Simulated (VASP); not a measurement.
# ZnS (P6_3mc) in VASP: further runs, part 2 of 2

VASP 6.6.1.

## (4) Single point, PBE (all Zn atoms moved +0.438 Å, as atom 1 along Cartesian [0 0 1])

INCAR

```
SYSTEM = ZnS
ALGO = Normal
EDIFF = 1E-6
ENCUT = 520
GGA = PE
ISIF = 2
ISMEAR = 0
LASPH = .TRUE.
LCHARG = .FALSE.
LREAL = .FALSE.
LWAVE = .FALSE.
NBANDS = 46
NELM = 80
PREC = Accurate
SIGMA = 0.05
```

KPOINTS

```
k-points
0
G
  12 12 2
  0 0 0
```

POSCAR

```
ZnS
1.0
    3.8467234448      0.0000000000      0.0000000000
   -1.9233617224      3.3313602246      0.0000000000
    0.0000000000      0.0000000000     12.5902250307
Zn S
4 4
Direct
    0.0000000000      0.0000000000      0.0347995272
    0.0000000000      0.0000000000      0.5347995272
    0.3333333333      0.6666666667      0.2847736942
    0.6666666667      0.3333333333      0.7847736942
    0.0000000000      0.0000000000      0.1872896977
    0.0000000000      0.0000000000      0.6872896977
    0.3333333333      0.6666666667      0.4376354415
    0.6666666667      0.3333333333      0.9376354415
```

Potentials or basis: VASP PAW PBE potentials, release 64 (Zn, S).

Started as:

```bash
> cat potpaw_PBE.64/Zn/POTCAR potpaw_PBE.64/S/POTCAR > POTCAR
> mpirun -np 1 vasp_std > vasp.out
```

OUTCAR:

```text
SYSTEM = ZnS
   EDIFF = 1E-6
   ENCUT = 520
   GGA = PE
   ISIF = 2
   ISMEAR = 0
   LASPH = .TRUE.
   LREAL = .FALSE.
   NELM = 80
   PREC = Accurate

 ion  position               nearest neighbor table
   1  0.000  0.000  0.035-   5 1.92   8 2.54   8 2.54   8 2.54
   2  0.000  0.000  0.535-   6 1.92   7 2.54   7 2.54   7 2.54
   3  0.333  0.667  0.285-   7 1.92   5 2.54   5 2.54   5 2.54
   4  0.667  0.333  0.785-   8 1.92   6 2.54   6 2.54   6 2.54
   5  0.000  0.000  0.187-   1 1.92   3 2.54   3 2.54   3 2.54
   6  0.000  0.000  0.687-   2 1.92   4 2.54   4 2.54   4 2.54
   7  0.333  0.667  0.438-   3 1.92   2 2.54   2 2.54   2 2.54
   8  0.667  0.333  0.938-   4 1.92   1 2.54   1 2.54   1 2.54

  LATTYP: Found a hexagonal cell.
 ALAT       =     3.8467234448
 C/A-ratio  =     3.2729737948

  Lattice vectors:

 A1 = (   3.8467234448,   0.0000000000,   0.0000000000)
 A2 = (  -1.9233617224,   3.3313602246,   0.0000000000)
 A3 = (   0.0000000000,   0.0000000000,  12.5902250307)

Analysis of symmetry for initial positions (statically):
[... 189 lines left out ...]

 val. band max:        2.1021579068   @ k =   0.0000   0.0000   0.0000
 cond. band min:       4.0019810158   @ k =   0.0000   0.0000   0.0000
 fundamental gap:      1.8998231091
 Fermi energy:         2.3640041677

 k-point     1 :       0.0000    0.0000    0.0000
  band No.  band energies     occupation
      1     -11.3814      2.00000
      2     -10.9419      2.00000
      3     -10.9385      2.00000
      4     -10.4049      2.00000
      5      -5.1463      2.00000
      6      -5.1355      2.00000
[... 1165 lines left out ...]
     45       8.8094      0.00000
     46       8.8094      0.00000

 [... further k-points ...]
[... 5 lines left out ...]
  --------------------------------------------------------------------------------------
  -------------------------------------------------------------------------------------
  Total       -3.1837125     -3.1837125     39.0157435      0.0000000      0.0000000      0.0000000
  in kB      -31.6153774    -31.6153774    387.4399651      0.0000000      0.0000000      0.0000000
  external PRESSURE =     108.0697368 kB  Pullay stress =       0.0000000 kB

 VOLUME and BASIS-vectors are now :
 -----------------------------------------------------------------------------
  energy-cutoff  :      520.00
  volume of cell :      161.34
      direct lattice vectors                 reciprocal lattice vectors
     3.846723445  0.000000000  0.000000000     0.259961501  0.150088842  0.000000000
    -1.923361722  3.331360225  0.000000000     0.000000000  0.300177685  0.000000000
     0.000000000  0.000000000 12.590225031     0.000000000  0.000000000  0.079426698

 POSITION                                       TOTAL-FORCE (eV/Angst)
 -----------------------------------------------------------------------------------
      0.00000      0.00000      0.43813         0.000000      0.000000     -6.560858
      0.00000      0.00000      6.73325        -0.000000      0.000000     -6.560858
     -0.00000      2.22091      3.58536        -0.000000      0.000000     -6.451628
      1.92336      1.11045      9.88048         0.000000      0.000000     -6.451628
      0.00000      0.00000      2.35802         0.000000     -0.000000      6.568629
      0.00000      0.00000      8.65313        -0.000000     -0.000000      6.568629
     -0.00000      2.22091      5.50993        -0.000000     -0.000000      6.443857
      1.92336      1.11045     11.80504         0.000000      0.000000      6.443857
 -----------------------------------------------------------------------------------
    total drift:                               -0.000001     -0.000002      0.004851

  FREE ENERGIE OF THE ION-ELECTRON SYSTEM (eV)
  ---------------------------------------------------
  free  energy   TOTEN  =       -23.2824259530 eV

  energy  without entropy=      -23.2824259530  energy(sigma->0) =      -23.28242595
```

stdout:

```text
POSCAR found type information on POSCAR ZnS
 POSCAR found :  2 types and       8 ions
 scaLAPACK will be used
 LDA part: xc-table for (Slater+PW92), standard interpolation
 POSCAR, INCAR and KPOINTS ok, starting setup
 FFT: planning ... GRIDC
 FFT: planning ... GRID_SOFT
 FFT: planning ... GRID
 WAVECAR not read
 entering main loop
```

It took 2.6 min on 1 thread of Intel Xeon 6975P-C (Granite Rapids), shared host; peak memory 0.39 GiB.

Results:

```yaml
Free_energy: -23.2824 eV
Pressure: 10.8 GPa
Largest_force: 6.569 eV/Å
Band_gap_on_the_k_mesh: 1.90 eV
```

Forces in eV/Å, atoms in the order of the input:
```
Zn   0.000  0.000 -6.561
Zn   0.000  0.000 -6.561
Zn   0.000  0.000 -6.452
Zn   0.000  0.000 -6.452
S    0.000  0.000  6.569
S    0.000  0.000  6.569
S    0.000  0.000  6.444
S    0.000  0.000  6.444
```

Stress tensor (GPa, compression positive):
```
-3.16  0.00  0.00
 0.00 -3.16  0.00
 0.00  0.00 38.74
```

Caveat: the cell differs from its parent crystal (all Zn atoms moved +0.438 Å, as atom 1 along Cartesian [0 0 1]); the stress differs along the axes, from -3 to 39 GPa; forces of over 1 eV/Å act on the atoms, so gaps and moduli don't describe the material at rest.

## (5) Overview

| cell | gap on the mesh (eV) | pressure (GPa) | largest force (eV/Å) |
| --- | --- | --- | --- |
| as given, atomic positions A | 1.95 | 2.8 | 2.38 |
| as given, atomic positions B | 2.03 | 0.6 | 0.51 |
| as given, atomic positions C | 1.90 | 10.8 | 6.57 |

Alike in all rows: task single point; level PBE; potentials or basis VASP PAW PBE potentials, release 64 (Zn, S); no spin polarisation; k mesh 12 × 12 × 2; cutoff (eV) 520; smearing gaussian 0.05 eV.

Caveats: forces of over 1 eV/Å act on the atoms, so gaps and moduli don't describe the material at rest (at least some runs); the stress differs along the axes, from -2 to 13 GPa (at least some runs); the stress differs along the axes, from -3 to 39 GPa (at least some runs).

Absolute energies hang on the potentials; compare differences alone.
